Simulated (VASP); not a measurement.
Wanted: the native input for a VASP 6.6.1 run.

```yaml
Task: single point
Functional: revPBE
Potentials_or_basis: VASP PAW PBE potentials, release 64 (As)
Cutoff: 520 eV
k_mesh: 14 × 14 × 14
Occupations: fermi-dirac, width 0.1 eV
Spin: no spin polarisation
Dipole_correction: no
Further_INCAR_settings: ALGO = Normal; EDIFF = 1e-07; NBANDS = 8
```

The structure of As lies in POSCAR:

```
As
1.0
    0.0000000000      2.1692499962      2.1692499962
    2.1692499962      0.0000000000      2.1692499962
    2.1692499962      2.1692499962      0.0000000000
As
1
Direct
    0.0000000000      0.0000000000      0.0000000000
```

This cell differs from its parent crystal: volume scaled by 1.04.

One way to write it, as run:

INCAR

```
ALGO     = Normal         # electronic algorithm
EDIFF    = 1E-7           # SCF threshold, eV
ENCUT    = 520            # plane-wave cutoff, eV
GGA      = RE             # functional
ISIF     = 2              # what is computed and relaxed
ISMEAR   = -1             # smearing method
LASPH    = T              # aspherical terms in the spheres
LCHARG   = T              # write CHGCAR
LELF     = T              # ELF
LREAL    = F              # projectors in reciprocal space
LVHAR    = T            
LWAVE    = F              # write WAVECAR
NBANDS   = 8              # bands
NELM     = 100            # most SCF steps
PREC     = Accurate       # precision mode
SIGMA    = 0.1            # smearing width, eV
```

KPOINTS

```
k-points
0
Gamma
  14 14 14
```

Potentials or basis: VASP PAW PBE potentials, release 64 (As).

The run is started by

```console
$ cat potpaw_PBE.64/As/POTCAR > POTCAR
$ mpirun -np 1 vasp_std > vasp.out
```

It gave:

The pressure is -2.8 GPa.

Caveat: the PAW data sets were made with another functional, which shifts forces and pressure a little.

Run time: 4.7 s on 1 thread of Intel(R) Xeon(R) 6975P-C (Granite Rapids) (shared host), peak memory 0.14 GiB.
